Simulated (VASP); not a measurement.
Sr: single point with r2SCAN

The system is Sr.

```
CELL_PARAMETERS angstrom
4.30682 0.00000 0.00000
-2.15341 3.72981 0.00000
0.00000 0.00000 7.10912
ATOMIC_POSITIONS crystal
Sr 0.33333 0.66667 0.25000
Sr 0.66667 0.33333 0.75000
```

| Quantity | Value |
| --- | --- |
| Program | VASP 6.6.1 |
| Task | single point |
| Functional | r2SCAN |
| Potentials or basis | VASP PAW PBE potentials, release 64 (Sr_sv) |
| Cutoff | 520 eV |
| k mesh | 15 × 15 × 8 |
| Occupations | gaussian, width 0.1 eV |
| Spin | no spin polarisation |
| Dipole correction | no |
| Further INCAR settings | ALGO = Normal; EDIFF = 1e-06; NBANDS = 17 |

```json
{
  "Pressure": "0.0 GPa",
  "Band gap on the k mesh": "zero (band 10 reaches 1.69 eV, above the bottom of band 11 at 1.33 eV)"
}
```

Levels at points of the mesh, in eV from the Fermi level:
| k point | band 7 | band 8 | band 9 | band 10 | band 11 | band 12 | band 13 | band 14 |
| --- | --- | --- | --- | --- | --- | --- | --- | --- |
| (0.00, 0.00, 0.00) | -19.40 | -19.39 | -3.82 | -1.12 | -0.17 | 2.53 | 2.57 | 2.57 |
| (0.00, 0.00, 0.50) | -19.41 | -19.41 | -2.87 | -2.87 | 1.38 | 1.38 | 2.58 | 2.58 |

It took 6.8 min on 1 thread of Intel(R) Xeon(R) Platinum 8488C (Sapphire Rapids), on a shared host, peak memory 0.39 GiB.

Caveat: the PAW data sets were made with another functional, which shifts forces and pressure a little.
